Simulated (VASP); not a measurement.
# AlN (Pm) in VASP: further runs

Runs on AlN. Level: LDA. Tasks: single point.

Everything below comes from runs of VASP 6.6.1. Logs are shortened: lines on timing, memory, paths and dates and some standing lists are left out, and cuts for length are marked.

### Step 1. The cell of the first run

Symmetry: Pm, No. 6, monoclinic system. The conventional cell has a = 3.276 Å, b = 4.101 Å, c = 5.674 Å, α = 90.00°, β = 90.00°, γ = 90.00°. Within 1.7 Å of Al (site symmetry m) lie 1 N at 1.27 Å. Al (site symmetry m) has 5 N at 1.89 to 2.05 Å within 2.5 Å. Within 2.5 Å of Al (site symmetry m) lie 5 N at 1.89 to 2.05 Å and 2 Al at 2.41 Å. Within 2.5 Å of Al (site symmetry m) lie 5 N at 1.89 to 2.05 Å. Within 2.5 Å of N (site symmetry m) lie 5 Al at 1.89 to 2.14 Å. N (site symmetry m) has 5 Al at 1.89 to 2.05 Å within 2.5 Å. Within 1.7 Å of N (site symmetry m) lie 1 Al at 1.27 Å. N (site symmetry m) has 5 Al at 1.89 to 2.27 Å within 2.5 Å.

### Step 2. Single point, LDA (atom 1 (Al) moved by +0.000 Å along [1 0 0] and +0.620 Å along [1 2 0])

File INCAR:

```
SYSTEM = AlN
ALGO = Normal ; EDIFF = 1E-6
ENCUT = 520 ; GGA = CA
ISIF = 2 ; ISMEAR = 0
LASPH = .TRUE. ; LCHARG = .FALSE.
LREAL = .FALSE. ; LWAVE = .FALSE.
NBANDS = 26 ; NELM = 80
PREC = Accurate ; SIGMA = 0.05
```

File KPOINTS:

```
k-points
0
G
  8 6 4
  0 0 0
```

File POSCAR:

```
AlN
1.0
   -1.6378403119      2.8368226349      0.0000000000
    0.0000000000      0.0000000000      4.1006264518
    4.9135209358      2.8368226349      0.0000000000
Al N
4 4
Direct
    0.6639157818      0.7500000000      0.2213052606
    1.0000000000      0.7500000000      0.6666666667
    0.0000000000      0.2500000000      0.3333333333
    0.5000000000      0.2500000000      0.8333333333
    0.5000000000      0.2500000000      0.1666666667
    1.0000000000      0.2500000000      0.6666666667
    0.0000000000      0.7500000000      0.3333333333
    0.5000000000      0.7500000000      0.8333333333
```

Potentials or basis: VASP PAW LDA potentials, release 64 (Al, N).

Launch:

```sh
cat potpaw_LDA.64/Al/POTCAR potpaw_LDA.64/N/POTCAR > POTCAR
mpirun -np 1 vasp_std > vasp.out
```

OUTCAR:

```text
SYSTEM = AlN
   EDIFF = 1E-6
   ENCUT = 520
   GGA = CA
   ISIF = 2
   ISMEAR = 0
   LASPH = .TRUE.
   LREAL = .FALSE.
   NELM = 80
   PREC = Accurate

 ion  position               nearest neighbor table
   1  0.664  0.750  0.221-   7 1.27   5 2.14   5 2.14   7 2.27   8 2.27   3 2.41   3 2.41   2 2.76
                             3 3.06   3 3.06   4 3.06   4 3.06   2 3.33   2 3.33
   2  0.000  0.750  0.667-   8 1.89   8 1.89   7 1.89   6 2.05   6 2.05   1 2.76   4 2.79   4 2.79
                             4 2.79   4 2.79   3 2.79   3 2.79   1 3.33   1 3.33
   3  0.000  0.250  0.333-   5 1.89   5 1.89   6 1.89   7 2.05   7 2.05   1 2.41   1 2.41   2 2.79
                             2 2.79   1 3.06   1 3.06   4 3.28   4 3.28   4 3.28   4 3.28
   4  0.500  0.250  0.833-   6 1.89   6 1.89   5 1.89   8 2.05   8 2.05   2 2.79   2 2.79   2 2.79
                             2 2.79   1 3.06   1 3.06   3 3.28   3 3.28   3 3.28   3 3.28
   5  0.500  0.250  0.167-   3 1.89   3 1.89   4 1.89   1 2.14   1 2.14
   6  0.000  0.250  0.667-   4 1.89   4 1.89   3 1.89   2 2.05   2 2.05
   7  0.000  0.750  0.333-   1 1.27   2 1.89   3 2.05   3 2.05   1 2.27
   8  0.500  0.750  0.833-   2 1.89   2 1.89   4 2.05   4 2.05   1 2.27

 -----------------------------------------------------------------------------
|                                                                             |
|           W    W    AA    RRRRR   N    N  II  N    N   GGGG   !!!           |
|           W    W   A  A   R    R  NN   N  II  NN   N  G    G  !!!           |
|           W    W  A    A  R    R  N N  N  II  N N  N  G       !!!           |
|           W WW W  AAAAAA  RRRRR   N  N N  II  N  N N  G  GGG   !            |
|           WW  WW  A    A  R   R   N   NN  II  N   NN  G    G                |
|           W    W  A    A  R    R  N    N  II  N    N   GGGG   !!!           |
|                                                                             |
|     The distance between some ions is very small. Please check the          |
|     nearest-neighbor list in the OUTCAR file.                               |
|     I HOPE YOU KNOW WHAT YOU ARE DOING!                                     |
|                                                                             |
 -----------------------------------------------------------------------------

  LATTYP: Found a simple orthorhombic cell.
 ALAT       =     3.2756806238
 B/A-ratio  =     1.2518395176
 C/A-ratio  =     1.7320508076

  Lattice vectors:

 A1 = (  -1.6378403119,   2.8368226349,   0.0000000000)
 A2 = (   0.0000000000,   0.0000000000,   4.1006264518)
 A3 = (   4.9135209358,   2.8368226349,   0.0000000000)

Analysis of symmetry for initial positions (statically):
=====================================================================
 Subroutine PRICEL returns:
 Original cell was already a primitive cell.

 Routine SETGRP: Setting up the symmetry group for a
 simple orthorhombic supercell.

 Subroutine GETGRP returns: Found  2 space group operations
 (whereof  1 operations were pure point group operations)
 out of a pool of  8 trial point group operations.

The static configuration has the point symmetry C_1 .
 The point group associated with its full space group is C_1h.

Analysis of symmetry for dynamics (positions and initial velocities):
=====================================================================
 Subroutine PRICEL returns:
 Original cell was already a primitive cell.

 Routine SETGRP: Setting up the symmetry group for a
 simple orthorhombic supercell.

 Subroutine GETGRP returns: Found  2 space group operations
 (whereof  1 operations were pure point group operations)
 out of a pool of  8 trial point group operations.

The dynamic configuration has the point symmetry C_1 .
 The point group associated with its full space group is C_1h.

 Subroutine INISYM returns: Found  2 space group operations
 (whereof  1 operations are pure point group operations),
 and found     1 'primitive' translations

----------------------------------------------------------------------------------------

                                     Primitive cell

  volume of cell :      76.2103

  direct lattice vectors                    reciprocal lattice vectors
    -1.637840312  2.836822635  0.000000000    -0.152640033  0.264380293  0.000000000
     0.000000000  0.000000000  4.100626452     0.000000000  0.000000000  0.243865178
[... 27 lines left out ...]

 KPOINTS: k-points

Automatic generation of k-mesh.
 Grid dimensions read from file:
 generate k-points for:    8    6    4

 Generating k-lattice:

  Cartesian coordinates                     Fractional coordinates (reciprocal lattice)
    -0.019080004  0.033047537  0.000000000     0.125000000  0.000000000  0.000000000
     0.000000000  0.000000000  0.040644196     0.000000000  0.166666667  0.000000000
     0.038160008  0.022031691  0.000000000     0.000000000  0.000000000  0.250000000

  Length of vectors
     0.038160008  0.040644196  0.044063382

  Shift w.r.t. Gamma in fractional coordinates (k-lattice)
     0.000000000  0.000000000  0.000000000

 Subroutine IBZKPT returns following result:
 ===========================================

 Found     72 irreducible k-points:

 Following reciprocal coordinates:
            Coordinates               Weight
  0.000000  0.000000  0.000000      1.000000
  0.125000  0.000000  0.000000      2.000000
  0.250000  0.000000  0.000000      2.000000
  0.375000  0.000000  0.000000      2.000000
  0.500000  0.000000  0.000000      1.000000
  0.000000  0.166667  0.000000      2.000000
[... 16 lines left out ...]
  0.125000  0.000000 -0.250000      2.000000
  0.250000  0.000000  0.250000      2.000000
 [... further k-points ...]
   k-points           NKPTS =     72   k-points in BZ     NKDIM =     72   number of bands    NBANDS=     26
   number of dos      NEDOS =    301   number of ions     NIONS =      8
   total plane-waves  NPLWV =  30240
   dimension x,y,z NGX =    24 NGY =   30 NGZ =   42
   dimension x,y,z NGXF=    48 NGYF=   60 NGZF=   84
   ions per type =               4   4
   NGX,Y,Z   is equivalent  to a cutoff of  12.18, 12.16, 12.31 a.u.
   NGXF,Y,Z  is equivalent  to a cutoff of  24.36, 24.32, 24.61 a.u.
 SYSTEM =  AlN
   PREC   = accura    normal or accurate (medium, high low for compatibility)
   ISTART =      0    job   : 0-new  1-cont  2-samecut
   ICHARG =      2    charge: 1-file 2-atom 10-const
   ISPIN  =      1    spin polarized calculation?
   LNONCOLLINEAR =      F non collinear calculations
   LSORBIT =      F    spin-orbit coupling
   LASPH  =      T    aspherical Exc in radial PAW
   ENCUT  =  520.0 eV  38.22 Ry    6.18 a.u.   6.09  7.62 10.55*2*pi/ulx,y,z
   NELM   =     80;   NELMIN=  2; NELMDL= -5     # of ELM steps
   EDIFF  = 0.1E-05   stopping-criterion for ELM
   LREAL  =      F    real-space projection
   EDIFFG = 0.1E-04   stopping-criterion for IOM
   NSW    =      0    number of steps for IOM
   IBRION =     -1    ionic relax: 0-MD 1-quasi-New 2-CG
   NFREE  =      0    steps in history (QN), initial steepest desc. (CG)
   ISIF   =      2    stress and relaxation
   ISYM   =      2    0-nonsym 1-usesym 2-fastsym
   POTIM  = 0.5000    time-step for ionic-motion
   TEBEG  =    0.0;   TEEND  =   0.0 temperature during run
   PSTRESS=    0.0 pullay stress
   NELECT =      32.0000    total number of electrons
   NUPDOWN=      -1.0000    fix difference up-down
   EMIN   =  10.00;   EMAX   =-10.00  energy-range for DOS
   EFERMI =   0.00;   METHOD = LEGACY
   ISMEAR =     0;   SIGMA  =   0.05  broadening in eV -4-tet -1-fermi 0-gaus
   EFERMI_NEDOS =   21; number of points for ismear=-14 and -15
   IALGO  =     38    algorithm
   IMIX   =      4    mixing-type and parameters
     AMIX     =   0.40;   BMIX     =  1.00
     AMIX_MAG =   1.60;   BMIX_MAG =  1.00
  volume/ion in A,a.u.               =       9.53        64.29
  Fermi-wavevector in a.u.,A,eV,Ry     =   1.225896  2.316607 20.447110  1.502820
  Thomas-Fermi vector in A             =   2.360917
   LORBIT       =      0    0 simple, 1 ext, 2 COOP (PROOUT), +10 PAW based schemes
   GGA     = CA    functional components
   LHFCALC =     F    Hartree Fock is set to
   AEXX    =    0.0000 exact exchange contribution
   IVDW    =     0    specifies the selected vdW correction
   LEPSILON=     F    determine dielectric tensor
   LRPA    =     F    only Hartree local field effects (RPA)
 non-spin polarized calculation
 Gauss-broadening in eV      SIGMA  =   0.05
  energy-cutoff  :      520.00
  volume of cell :       76.21
 maximum number of plane-waves:      2088
   NGX = 13   NGY = 15   NGZ = 21

 number of electron      32.0000003 magnetization

 Free energy of the ion-electron system (eV)
  ---------------------------------------------------
  ext. energy  EPLUGINS =         0.00000000
  ---------------------------------------------------
  free energy    TOTEN  =       -55.85773715 eV

  energy without entropy =      -55.85773715  energy(sigma->0) =      -55.85773715

 E-fermi :   8.2094     XC(G=0): -11.6429

 val. band max:        7.9376261167   @ k =   0.0000   0.0000   0.0000
 cond. band min:      11.0458992263   @ k =   0.0000   0.0000   0.0000
 fundamental gap:      3.1082731096
 Fermi energy:         8.2093551488

 k-point     1 :       0.0000    0.0000    0.0000
  band No.  band energies     occupation
      1      -9.0350      2.00000
      2      -6.9165      2.00000
      3      -5.7916      2.00000
      4      -4.5577      2.00000
      5       0.6297      2.00000
      6       1.3121      2.00000
[... 685 lines left out ...]
     25      18.0173      0.00000
     26      18.2836      0.00000

 [... further k-points ...]
[... 5 lines left out ...]
  --------------------------------------------------------------------------------------
  -------------------------------------------------------------------------------------
  Total       -2.2472453     50.6871489      1.0512084      0.2143820      0.0000000      0.0000000
  in kB      -47.2440513   1065.6007206     22.0996535      4.5069728      0.0000000      0.0000000
  external PRESSURE =     346.8187743 kB  Pullay stress =       0.0000000 kB

 VOLUME and BASIS-vectors are now :
 -----------------------------------------------------------------------------
  energy-cutoff  :      520.00
  volume of cell :       76.21
      direct lattice vectors                 reciprocal lattice vectors
    -1.637840312  2.836822635  0.000000000    -0.152640033  0.264380293  0.000000000
     0.000000000  0.000000000  4.100626452     0.000000000  0.000000000  0.243865178
     4.913520936  2.836822635  0.000000000     0.152640033  0.088126764  0.000000000

 POSITION                                       TOTAL-FORCE (eV/Angst)
 -----------------------------------------------------------------------------------
      0.00000      2.51122      3.07547        -0.915159    -46.405320      0.000000
      3.27568      1.89122      3.07547         0.942332      0.999104      0.000000
      1.63784      0.94561      1.02516        -0.427927      1.699158      0.000000
      3.27568      3.78243      1.02516         0.415975      0.065674      0.000000
      0.00000      1.89122      1.02516         0.598533      1.768842      0.000000
      3.27568      1.89122      1.02516        -0.702590     -0.415722      0.000000
      1.63784      0.94561      3.07547         0.038703     41.503265      0.000000
      3.27568      3.78243      3.07547         0.050134      0.784999      0.000000
 -----------------------------------------------------------------------------------
    total drift:                                0.000357      0.000296     -0.000000

  FREE ENERGIE OF THE ION-ELECTRON SYSTEM (eV)
  ---------------------------------------------------
  free  energy   TOTEN  =       -55.8577371470 eV

  energy  without entropy=      -55.8577371470  energy(sigma->0) =      -55.85773715
```

It took 90 s on 1 thread of Intel Xeon Platinum 8375C at 2.90GHz (Ice Lake), shared host; peak memory 0.22 GiB.

What came out:

| Quantity | Value |
| --- | --- |
| Free energy | -55.8577 eV |
| Pressure | 34.7 GPa |
| Largest force | 46.414 eV/Å |
| Band gap on the k mesh | 3.11 eV |

Forces on the atoms (eV/Å):
```
Al   -0.915 -46.405   0.000
Al    0.942   0.999   0.000
Al   -0.428   1.699   0.000
Al    0.416   0.066   0.000
N     0.599   1.769   0.000
N    -0.703  -0.416   0.000
N     0.039  41.503   0.000
N     0.050   0.785   0.000
```

Levels at points of the mesh, in eV from the valence-band top:
| k point | band 14 | band 15 | band 16 | band 17 | band 18 | band 19 |
| --- | --- | --- | --- | --- | --- | --- |
| (0.00, 0.00, 0.00) | -1.41 | -0.87 | 0.00 | 3.11 | 3.82 | 4.60 |
| (0.50, 0.00, 0.00) | -2.21 | -2.20 | -1.45 | 5.29 | 5.61 | 6.01 |
| (0.00, 0.50, 0.00) | -1.95 | -1.73 | -1.24 | 4.94 | 5.08 | 5.88 |
| (0.50, 0.50, 0.00) | -0.92 | -0.52 | -0.47 | 5.27 | 5.85 | 6.48 |
| (0.00, 0.00, 0.50) | -1.62 | -0.82 | -0.62 | 4.50 | 4.85 | 5.78 |
| (0.50, 0.00, 0.50) | -2.50 | -1.59 | -0.72 | 3.74 | 4.09 | 6.48 |
| (0.00, 0.50, 0.50) | -2.12 | -1.40 | -1.15 | 5.00 | 5.17 | 5.61 |
| (0.50, 0.50, 0.50) | -1.37 | -1.27 | -1.18 | 4.64 | 4.98 | 5.22 |

Caveat: the cell differs from its parent crystal (atom 1 (Al) moved by +0.000 Å along [1 0 0] and +0.620 Å along [1 2 0]); atoms lie so close that the PAW spheres overlap strongly, which falsifies energies and pressures; the stress differs along the axes, from -5 to 107 GPa; forces of over 1 eV/Å act on the atoms, so gaps and moduli don't describe the material at rest.

### Step 3. Single point, LDA (atom 1 (Al) moved by -0.496 Å along [1 0 0] and +0.372 Å along [1 2 0])

File INCAR:

```
SYSTEM = AlN
PREC = Accurate
ENCUT = 520
EDIFF = 1E-6
ISMEAR = 0
SIGMA = 0.05
LREAL = .FALSE.
LASPH = .TRUE.
NELM = 100
ALGO = Normal
ISIF = 2
LWAVE = .FALSE.
LCHARG = .FALSE.
NBANDS = 26
```

File KPOINTS:

```
Automatic mesh
0
G
  8 6 4
  0 0 0
```

Changes to POSCAR since step 2:

```diff
@@ -8,3 +8,3 @@
 Direct
-    0.6639157818      0.7500000000      0.2213052606
+    0.6740589257      0.7500000000      0.1237403665
     1.0000000000      0.7500000000      0.6666666667
```

Potentials or basis: VASP PAW LDA potentials, release 64 (Al, N).

Launch:

```sh
cat potpaw_LDA.64/Al/POTCAR potpaw_LDA.64/N/POTCAR > POTCAR
mpirun -np 1 vasp_std > vasp.out
```

Run time: 84 s. Hardware: 1 thread of Intel Xeon Platinum 8375C at 2.90GHz (Ice Lake), shared host; peak memory 0.22 GiB.

Results (log left out):

- Free energy: -62.5645 eV
- Pressure: 10.2 GPa
- Largest force: 6.881 eV/Å
- Band gap on the k mesh: 2.49 eV

Forces in eV/Å, atoms in the order of the input:
```
Al   3.122 -6.132  0.000
Al  -1.764 -0.659  0.000
Al  -0.243  0.816  0.000
Al   0.220 -0.434  0.000
N   -1.704  0.605  0.000
N    0.411  0.292  0.000
N    1.696  6.411  0.000
N   -1.738 -0.898  0.000
```

Stress tensor (GPa, compression positive):
```
 5.19 12.73  0.00
12.73 24.09  0.00
 0.00  0.00  1.39
```

Levels at points of the mesh, in eV from the valence-band top:
| k point | band 12 | band 13 | band 14 | band 15 | band 16 | band 17 | band 18 | band 19 | band 20 | band 21 |
| --- | --- | --- | --- | --- | --- | --- | --- | --- | --- | --- |
| (0.00, 0.00, 0.00) | -3.02 | -2.13 | -1.76 | -0.64 | 0.00 | 2.49 | 3.88 | 4.37 | 6.53 | 6.83 |
| (0.50, 0.00, 0.00) | -3.63 | -3.01 | -2.38 | -2.33 | -1.98 | 4.62 | 4.71 | 5.99 | 6.22 | 7.73 |
| (0.00, 0.50, 0.00) | -2.61 | -2.57 | -1.94 | -1.84 | -1.22 | 3.80 | 4.65 | 5.70 | 6.07 | 7.99 |
| (0.50, 0.50, 0.00) | -4.55 | -1.46 | -1.45 | -0.94 | -0.50 | 4.90 | 5.30 | 6.49 | 6.54 | 8.67 |
| (0.00, 0.00, 0.50) | -3.23 | -1.94 | -1.62 | -0.86 | -0.57 | 3.39 | 4.99 | 5.82 | 6.13 | 7.57 |
| (0.50, 0.00, 0.50) | -3.62 | -3.28 | -2.53 | -1.77 | -1.21 | 3.13 | 4.07 | 6.00 | 7.16 | 7.34 |
| (0.00, 0.50, 0.50) | -2.29 | -2.25 | -1.93 | -1.82 | -1.27 | 3.59 | 4.69 | 5.28 | 6.40 | 8.38 |
| (0.50, 0.50, 0.50) | -3.07 | -2.23 | -2.20 | -1.71 | -1.11 | 4.09 | 4.39 | 5.35 | 5.68 | 9.12 |

Caveat: the cell differs from its parent crystal (atom 1 (Al) moved by -0.496 Å along [1 0 0] and +0.372 Å along [1 2 0]); the stress differs along the axes, from 1 to 24 GPa; forces of over 1 eV/Å act on the atoms, so gaps and moduli don't describe the material at rest.

### Step 4. Single point, LDA (atom 1 (Al) moved by +0.248 Å along [1 0 0] and -0.620 Å along [1 2 0])

File INCAR:

```
SYSTEM = AlN
PREC = Accurate
ENCUT = 520
EDIFF = 1E-6
ISMEAR = 0
SIGMA = 0.05
LREAL = .False.
LASPH = .True.
NELM = 80
ALGO = Normal
ISIF = 2
LWAVE = .False.
LCHARG = .False.
GGA = CA
NBANDS = 26
```

File KPOINTS:

```
regular mesh
0
Gamma
  8 6 4
  0 0 0
```

Changes to POSCAR since step 3:

```diff
@@ -8,3 +8,3 @@
 Direct
-    0.6740589257      0.7500000000      0.1237403665
+    0.2982294899      0.7500000000      0.1498828011
     1.0000000000      0.7500000000      0.6666666667
```

Launch:

```sh
cat potpaw_LDA.64/Al/POTCAR potpaw_LDA.64/N/POTCAR > POTCAR
mpirun -np 1 vasp_std > vasp.out
```

Wall time 82 s (1 thread of Intel Xeon Platinum 8375C at 2.90GHz (Ice Lake), shared host); peak memory 0.22 GiB.

The run converged. Its results:

| Quantity | Value |
| --- | --- |
| Free energy | -60.5997 eV |
| Pressure | 18.6 GPa |
| Largest force | 21.103 eV/Å |
| Band gap on the k mesh | 2.76 eV |

Forces on the atoms (eV/Å):
```
Al  -19.647   7.705   0.000
Al   -0.724  -0.792   0.000
Al    1.118  -0.687   0.000
Al   -0.088   0.404   0.000
N     0.378  -1.578   0.000
N     0.094   0.023   0.000
N    18.282  -4.471   0.000
N     0.586  -0.604   0.000
```

Stress tensor (GPa, compression positive):
```
 54.50 -10.80   0.00
-10.80  -0.50   0.00
  0.00   0.00   1.95
```

Levels at points of the mesh, in eV from the valence-band top:
```tsv
k point	band 14	band 15	band 16	band 17	band 18	band 19
(0.00, 0.00, 0.00)	-1.54	-1.05	0.00	2.76	3.88	4.39
(0.50, 0.00, 0.00)	-2.36	-2.26	-1.87	4.74	4.95	6.16
(0.00, 0.50, 0.00)	-1.99	-1.72	-1.65	4.29	4.71	5.83
(0.50, 0.50, 0.00)	-1.28	-1.07	-0.51	4.81	5.58	6.51
(0.00, 0.00, 0.50)	-1.37	-0.95	-0.95	3.70	5.00	5.72
(0.50, 0.00, 0.50)	-2.46	-1.72	-1.10	3.32	4.13	6.26
(0.00, 0.50, 0.50)	-1.94	-1.87	-1.59	4.14	4.72	5.45
(0.50, 0.50, 0.50)	-1.92	-1.84	-1.21	4.16	4.56	5.40
```

Caveat: the cell differs from its parent crystal (atom 1 (Al) moved by +0.248 Å along [1 0 0] and -0.620 Å along [1 2 0]); the stress differs along the axes, from -0 to 54 GPa; forces of over 1 eV/Å act on the atoms, so gaps and moduli don't describe the material at rest. A k mesh can miss the band edges.

[end of part 1 of 3]
